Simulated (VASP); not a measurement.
# Cr (P6_3/mmc) in VASP: further runs

The runs below take Cr through single point, with RPBE.

Program: VASP 6.6.1. These are calculated values, not measurements. Logs are shortened: lines on timing, memory, paths and dates and some standing lists are left out, and cuts for length are marked.

## 1. The cell of the first run

It takes space group P6_3/mmc (No. 194, hexagonal). The conventional cell has a = 2.398 Å, b = 2.398 Å, c = 4.302 Å, α = 90.00°, β = 90.00°, γ = 120.00°. Within 3.2 Å of Cr (site symmetry -6m2) lie 12 Cr at 2.40 to 2.56 Å.

This isn't the form of Cr at room conditions, which is bcc.

## 2. Single point, RPBE, collinear spin, antiferromagnetic start (10.72 Å³/atom)

INCAR reads:

```
PREC     = Accurate       # precision mode
ENCUT    = 520            # plane-wave cutoff, eV
EDIFF    = 1E-7           # SCF threshold, eV
ISMEAR   = -1             # smearing method
SIGMA    = 0.05           # smearing width, eV
LREAL    = F              # projectors in reciprocal space
LASPH    = T              # aspherical terms in the spheres
NELM     = 150            # most SCF steps
ALGO     = Normal         # electronic algorithm
ISIF     = 2              # what is computed and relaxed
LWAVE    = F              # write WAVECAR
LCHARG   = F              # write CHGCAR
ISPIN    = 2              # spin polarisation
MAGMOM   = 1.5 -1.5       # initial moments
LORBIT   = 11             # projections on sites
LMAXMIX  = 4              # l up to which the mixer works
GGA      = RP             # functional
NBANDS   = 23             # bands
```

KPOINTS reads:

```
regular mesh
0
Gamma
  16 16 8
```

POSCAR reads:

```
Cr
1.0
    2.3984673450      0.0000000000      0.0000000000
   -1.1992336725      2.0771336509      0.0000000000
    0.0000000000      0.0000000000      4.3017252990
Cr
2
Direct
    0.3333333333      0.6666666667      0.2500000000
    0.6666666667      0.3333333333      0.7500000000
```

Potentials or basis: VASP PAW PBE potentials, release 64 (Cr_pv).

Run with:

```console
$ cat potpaw_PBE.64/Cr_pv/POTCAR > POTCAR
$ mpirun -np 1 vasp_std > vasp.out
```

OUTCAR:

```text
PREC = Accurate
   ENCUT = 520
   EDIFF = 1E-7
   ISMEAR = -1
   LREAL = F
   LASPH = T
   NELM = 150
   ISIF = 2
   ISPIN = 2
   LORBIT = 11
   GGA = RP

 ion  position               nearest neighbor table
   1  0.333  0.667  0.250-   2 2.56   2 2.56   2 2.56   2 2.56   2 2.56   2 2.56
   2  0.667  0.333  0.750-   1 2.56   1 2.56   1 2.56   1 2.56   1 2.56   1 2.56

  LATTYP: Found a hexagonal cell.
 ALAT       =     2.3984673450
 C/A-ratio  =     1.7935309013

  Lattice vectors:

 A1 = (   2.3984673450,   0.0000000000,   0.0000000000)
 A2 = (  -1.1992336725,   2.0771336509,   0.0000000000)
 A3 = (   0.0000000000,   0.0000000000,   4.3017252990)

Analysis of symmetry for initial positions (statically):
=====================================================================
 Subroutine PRICEL returns:
 Original cell was already a primitive cell.

 Routine SETGRP: Setting up the symmetry group for a
 hexagonal supercell.

 Subroutine GETGRP returns: Found 24 space group operations
 (whereof 12 operations were pure point group operations)
 out of a pool of 24 trial point group operations.

The static configuration has the point symmetry D_3d.
 The point group associated with its full space group is D_6h.

Analysis of symmetry for dynamics (positions and initial velocities):
=====================================================================
 Subroutine PRICEL returns:
 Original cell was already a primitive cell.

 Routine SETGRP: Setting up the symmetry group for a
 hexagonal supercell.

 Subroutine GETGRP returns: Found 24 space group operations
 (whereof 12 operations were pure point group operations)
 out of a pool of 24 trial point group operations.

The dynamic configuration has the point symmetry D_3d.
 The point group associated with its full space group is D_6h.

Analysis of structural, dynamic, and magnetic symmetry:
=====================================================================
 Subroutine PRICEL returns:
 Original cell was already a primitive cell.

 Routine SETGRP: Setting up the symmetry group for a
 hexagonal supercell.

 Subroutine GETGRP returns: Found 24 space group operations
 (whereof 12 operations were pure point group operations)
 out of a pool of 24 trial point group operations.

The overall configuration has the point symmetry D_3d.
 The point group associated with its full space group is D_6h.

 Subroutine INISYM returns: Found 24 space group operations
[... 117 lines left out ...]
     AMIX_MAG =   1.60;   BMIX_MAG =  1.00
  volume/ion in A,a.u.               =      10.72        72.31
  Fermi-wavevector in a.u.,A,eV,Ry     =   1.700063  3.212653 39.323737  2.890213
  Thomas-Fermi vector in A             =   2.780266
   LORBIT       =     11    0 simple, 1 ext, 2 COOP (PROOUT), +10 PAW based schemes
   GGA     = RP    functional components
   LHFCALC =     F    Hartree Fock is set to
   AEXX    =    0.0000 exact exchange contribution
   IVDW    =     0    specifies the selected vdW correction
   LEPSILON=     F    determine dielectric tensor
   LRPA    =     F    only Hartree local field effects (RPA)
 spin polarized calculation
  energy-cutoff  :      520.00
  volume of cell :       21.43
 maximum number of plane-waves:       604
 NGX is ok and might be reduce to    18
   NGX =  9   NGY =  9   NGZ = 15

 number of electron      24.0000000 magnetization      -0.0000000

 number of electron      24.0000000 magnetization       0.0000000

 Free energy of the ion-electron system (eV)
  ---------------------------------------------------
  ext. energy  EPLUGINS =         0.00000000
  ---------------------------------------------------
  free energy    TOTEN  =       -16.89502637 eV

  energy without entropy =      -16.87034486  energy(sigma->0) =      -16.88268561

 E-fermi :  12.0234     XC(G=0): -13.9764

 val. band max:       12.0225852749   @ k =   0.1875   0.0625   0.0000
 cond. band min:      12.0234672562   @ k =   0.3125   0.2500   0.1250
 fundamental gap:      0.0008819813
 Fermi energy:        12.0234100989

 spin component 1

 k-point     1 :       0.0000    0.0000    0.0000
  band No.  band energies     occupation
      1     -31.4241      1.00000
      2     -30.4919      1.00000
      3     -30.3023      1.00000
      4     -30.3023      1.00000
      5     -30.2166      1.00000
      6     -30.2166      1.00000
[... 613 lines left out ...]
     22      25.4179      0.00000
     23      26.8185      0.00000

 [... further k-points ...]

 spin component 2

 k-point     1 :       0.0000    0.0000    0.0000
  band No.  band energies     occupation
      1     -31.4241      1.00000
      2     -30.4919      1.00000
      3     -30.3023      1.00000
      4     -30.3023      1.00000
      5     -30.2166      1.00000
      6     -30.2166      1.00000
[... 613 lines left out ...]
     22      25.4179      0.00000
     23      26.8185      0.00000

 [... further k-points ...]

------------------------ aborting loop because EDIFF is reached ----------------------------------------

  FORCE on cell =-STRESS in cart. coord.  units (eV):
  Direction    XX          YY          ZZ          XY          YZ          ZX
  --------------------------------------------------------------------------------------
  -------------------------------------------------------------------------------------
  Total        5.0948103      5.0948103      4.4743460      0.0000000     -0.0000000      0.0000000
  in kB      380.8883363    380.8883363    334.5023896      0.0000000     -0.0000000      0.0000000
  external PRESSURE =     365.4263541 kB  Pullay stress =       0.0000000 kB

 VOLUME and BASIS-vectors are now :
 -----------------------------------------------------------------------------
  energy-cutoff  :      520.00
  volume of cell :       21.43
      direct lattice vectors                 reciprocal lattice vectors
     2.398467345  0.000000000  0.000000000     0.416932923  0.240716335  0.000000000
    -1.199233672  2.077133651  0.000000000     0.000000000  0.481432670  0.000000000
     0.000000000  0.000000000  4.301725299     0.000000000  0.000000000  0.232464867

 POSITION                                       TOTAL-FORCE (eV/Angst)
 -----------------------------------------------------------------------------------
     -0.00000      1.38476      1.07543        -0.000000      0.000000      0.000000
      1.19923      0.69238      3.22629         0.000000     -0.000000      0.000000
 -----------------------------------------------------------------------------------
    total drift:                                0.000000     -0.000000      0.000000

  FREE ENERGIE OF THE ION-ELECTRON SYSTEM (eV)
  ---------------------------------------------------
  free  energy   TOTEN  =       -16.8950263663 eV

  energy  without entropy=      -16.8703448594  energy(sigma->0) =      -16.88268561

 total charge

# of ion       s       p       d       tot
------------------------------------------
    1        0.497   6.435   4.344  11.277
    2        0.497   6.435   4.344  11.277
--------------------------------------------------
tot          0.995  12.870   8.688  22.553

 magnetization (x)

# of ion       s       p       d       tot
------------------------------------------
    1       -0.000  -0.000  -0.000  -0.000
    2        0.000   0.000   0.000   0.000
--------------------------------------------------
tot          0.000   0.000   0.000   0.000
```

OSZICAR:

```text
N       E                     dE             d eps       ncg     rms          rms(c)
DAV:   1     0.240764614813E+03    0.24076E+03   -0.13794E+04 13912   0.134E+03
DAV:   2    -0.110862479296E+02   -0.25185E+03   -0.24279E+03 14150   0.383E+02
DAV:   3    -0.189420408146E+02   -0.78558E+01   -0.77977E+01 17664   0.801E+01
DAV:   4    -0.190055653965E+02   -0.63525E-01   -0.63485E-01 14190   0.737E+00
DAV:   5    -0.190063183661E+02   -0.75297E-03   -0.75297E-03 14983   0.753E-01    0.203E+01
DAV:   6    -0.168050532118E+02    0.22013E+01   -0.76075E+00 15585   0.325E+01    0.445E+00
DAV:   7    -0.168938535354E+02   -0.88800E-01   -0.39094E-01 15228   0.427E+00    0.321E+00
DAV:   8    -0.168965210776E+02   -0.26675E-02   -0.23008E-02 15993   0.139E+00    0.107E+00
DAV:   9    -0.168944694839E+02    0.20516E-02   -0.73260E-02 17478   0.190E+00    0.319E-01
DAV:  10    -0.168950247886E+02   -0.55530E-03   -0.47058E-03 15102   0.457E-01    0.112E-01
DAV:  11    -0.168950364496E+02   -0.11661E-04   -0.11368E-04 16243   0.870E-02    0.504E-02
DAV:  12    -0.168950336708E+02    0.27787E-05   -0.10101E-05 15594   0.250E-02    0.156E-02
DAV:  13    -0.168950297801E+02    0.38907E-05   -0.29111E-06 15123   0.183E-02    0.656E-03
DAV:  14    -0.168950267055E+02    0.30746E-05   -0.10665E-06 14152   0.727E-03    0.184E-03
DAV:  15    -0.168950263719E+02    0.33368E-06   -0.76617E-08  7587   0.239E-03    0.309E-04
DAV:  16    -0.168950263663E+02    0.56057E-08   -0.48151E-09  7222   0.712E-04
   1 F= -.16895026E+02 E0= -.16882686E+02  d E =-.246815E-01  mag=     0.0000
```

stdout:

```text
POSCAR found type information on POSCAR Cr
 POSCAR found :  1 types and       2 ions
 scaLAPACK will be used
 -----------------------------------------------------------------------------
|                                                                             |
|                                                                             |
|     You enforced a specific xc type in the INCAR file but a different       |
|     I HOPE YOU KNOW WHAT YOU ARE DOING!                                     |
|                                                                             |
 -----------------------------------------------------------------------------

 LDA part: xc-table for (Slater+PW92), standard interpolation
 POSCAR, INCAR and KPOINTS ok, starting setup
 FFT: planning ... GRIDC
 FFT: planning ... GRID_SOFT
 FFT: planning ... GRID
 WAVECAR not read
 entering main loop
```

Wall time 4.3 min (1 thread of Intel Xeon 8259CL, shared host); peak memory 0.22 GiB.

What came out:

* Free energy: -16.8950 eV
* Pressure: 36.5 GPa
* Band gap on the k mesh: zero (filled and empty bands overlap)
* Net moment: 0.00 μB per cell
* Valence electrons inside the program's atomic spheres: Cr 11.28

Levels at points of the mesh, in eV from the Fermi level:
Spin up:
| k point | band 8 | band 9 | band 10 | band 11 | band 12 | band 13 | band 14 | band 15 | band 16 | band 17 |
| --- | --- | --- | --- | --- | --- | --- | --- | --- | --- | --- |
| (0.00, 0.00, 0.00) | -4.46 | -1.45 | -0.44 | -0.44 | -0.16 | -0.06 | -0.06 | 1.23 | 1.23 | 2.51 |
| (0.50, 0.00, 0.00) | -3.94 | -3.84 | -1.10 | -0.54 | -0.33 | -0.19 | 2.64 | 3.24 | 3.38 | 4.70 |
| (0.00, 0.00, 0.50) | -5.85 | -1.86 | -1.86 | -0.41 | -0.41 | -0.41 | -0.41 | 2.06 | 2.06 | 2.06 |
| (0.50, 0.00, 0.50) | -4.45 | -2.88 | -2.88 | 1.06 | 1.06 | 1.51 | 1.51 | 3.32 | 3.32 | 3.97 |
Spin down:
```tsv
k point	band 8	band 9	band 10	band 11	band 12	band 13	band 14	band 15	band 16	band 17
(0.00, 0.00, 0.00)	-4.46	-1.45	-0.44	-0.44	-0.16	-0.06	-0.06	1.23	1.23	2.51
(0.50, 0.00, 0.00)	-3.94	-3.84	-1.10	-0.54	-0.33	-0.19	2.64	3.24	3.38	4.70
(0.00, 0.00, 0.50)	-5.85	-1.86	-1.86	-0.41	-0.41	-0.41	-0.41	2.06	2.06	2.06
(0.50, 0.00, 0.50)	-4.45	-2.88	-2.88	1.06	1.06	1.51	1.51	3.32	3.32	3.97
```

Caveat: the cell stands under pressure; an empty level that is flat over the whole mesh can mark a ghost state of the potentials, or a narrow d or f band; the PAW data sets were made with another functional, which shifts forces and pressure a little.

## 3. Single point, RPBE, collinear spin, antiferromagnetic start (11.20 Å³/atom)

This run uses another cell than the first one, of 11.20 Å³/atom.

INCAR reads:

```
SYSTEM = Cr
  PREC = Accurate
  ENCUT = 520
  EDIFF = 1E-6
  ISMEAR = -1
  SIGMA = 0.05
  LREAL = .False.
  LASPH = .True.
  NELM = 150
  ALGO = Normal
  ISIF = 2
  LWAVE = .False.
  LCHARG = .False.
  ISPIN = 2
  MAGMOM = 1.5 -1.5
  LORBIT = 11
  LMAXMIX = 4
  GGA = RP
  NBANDS = 23
```

KPOINTS reads:

```
Automatic mesh
0
Gamma
  16 16 8
  0 0 0
```

POSCAR reads:

```
Cr
1.0
    2.4342706436      0.0000000000      0.0000000000
   -1.2171353218      2.1081402170      0.0000000000
    0.0000000000      0.0000000000      4.3659396213
Cr
2
Direct
    0.3333333333      0.6666666667      0.2500000000
    0.6666666667      0.3333333333      0.7500000000
```

Potentials or basis: VASP PAW PBE potentials, release 64 (Cr_pv).

Run with:

```console
$ cat potpaw_PBE.64/Cr_pv/POTCAR > POTCAR
$ mpirun -np 1 vasp_std > vasp.out
```

OUTCAR:

```text
SYSTEM = Cr
   PREC = Accurate
   ENCUT = 520
   EDIFF = 1E-6
   ISMEAR = -1
   LREAL = .False.
   LASPH = .True.
   NELM = 150
   ISIF = 2
   ISPIN = 2
   LORBIT = 11
   GGA = RP

 ion  position               nearest neighbor table
   1  0.333  0.667  0.250-   2 2.60   2 2.60   2 2.60   2 2.60   2 2.60   2 2.60
   2  0.667  0.333  0.750-   1 2.60   1 2.60   1 2.60   1 2.60   1 2.60   1 2.60

  LATTYP: Found a hexagonal cell.
 ALAT       =     2.4342706436
 C/A-ratio  =     1.7935309012

  Lattice vectors:

 A1 = (   2.4342706436,   0.0000000000,   0.0000000000)
 A2 = (  -1.2171353218,   2.1081402170,   0.0000000000)
[... 1466 lines left out ...]

 VOLUME and BASIS-vectors are now :
 -----------------------------------------------------------------------------
  energy-cutoff  :      520.00
  volume of cell :       22.41
      direct lattice vectors                 reciprocal lattice vectors
     2.434270644  0.000000000  0.000000000     0.410800665  0.237175875  0.000000000
    -1.217135322  2.108140217  0.000000000     0.000000000  0.474351749  0.000000000
     0.000000000  0.000000000  4.365939621     0.000000000  0.000000000  0.229045769

 POSITION                                       TOTAL-FORCE (eV/Angst)
 -----------------------------------------------------------------------------------
     -0.00000      1.40543      1.09148         0.000000      0.000000      0.000000
      1.21714      0.70271      3.27445        -0.000000     -0.000000      0.000000
 -----------------------------------------------------------------------------------
    total drift:                                0.000000     -0.000000      0.000000

  FREE ENERGIE OF THE ION-ELECTRON SYSTEM (eV)
  ---------------------------------------------------
  free  energy   TOTEN  =       -17.0707954321 eV

  energy  without entropy=      -17.0447229813  energy(sigma->0) =      -17.05775921

 total charge

# of ion       s       p       d       tot
------------------------------------------
    1        0.480   6.408   4.281  11.168
    2        0.480   6.408   4.281  11.168
--------------------------------------------------
tot          0.960  12.816   8.561  22.336

 magnetization (x)

# of ion       s       p       d       tot
------------------------------------------
    1        0.000   0.000   0.000   0.000
    2       -0.000  -0.000  -0.000  -0.000
--------------------------------------------------
tot          0.000   0.000   0.000   0.000
```

Run time: 4.1 min. Hardware: 1 thread of Intel Xeon 8259CL, shared host; peak memory 0.22 GiB.

Results:

```
Free energy                                           : -17.0708 eV
Pressure                                              : 21.6 GPa
Band gap on the k mesh                                : zero (filled and empty bands overlap)
Net moment                                            : 0.00 μB per cell
Valence electrons inside the program's atomic spheres : Cr 11.17
```

Stress tensor (GPa, compression positive):
```
22.53  0.00  0.00
 0.00 22.53  0.00
 0.00  0.00 19.70
```

Caveat: the cell stands under pressure; an empty level that is flat over the whole mesh can mark a ghost state of the potentials, or a narrow d or f band; the PAW data sets were made with another functional, which shifts forces and pressure a little.

(Continued in part 2 of 2.)
